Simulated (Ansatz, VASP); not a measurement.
# Co in VASP and in Ansatz

```
Co
1.0
     2.45839    0.00000    0.00000
    -1.22920    2.12903    0.00000
     0.00000    0.00000    3.96069
Co
2
Direct
  0.33333 0.66667 0.25000
  0.66667 0.33333 0.75000
```

Alike in both runs: task single point; functional PBE; k mesh 15 × 15 × 8; occupations methfessel-paxton of order 1, width 0.03 eV; no spin polarisation.

|  | VASP | Ansatz |
| --- | --- | --- |
| version | VASP 6.6.1 | Ansatz 0.2.0 |
| potentials or method | VASP PAW PBE potentials, release 64 (Co), cutoff 600 eV | plane waves (420 eV) with PAW, scalar-relativistic |
| valence electrons in the cell | 18 | 34 |

VASP gave:

- pressure (GPa): -2.0
- traceless stress, the component that is largest in VASP (GPa): -0.11

Task: Estimate Ansatz's values.

Result: Pressure (GPa): -1.1; traceless stress, the component that is largest in VASP (GPa): -0.05.

With one functional, cell and mesh, what is left measures potentials, basis and numerics. VASP's potentials hold 18 valence electrons a cell and Ansatz's 34, so a difference there can come from the potentials and not from the codes.
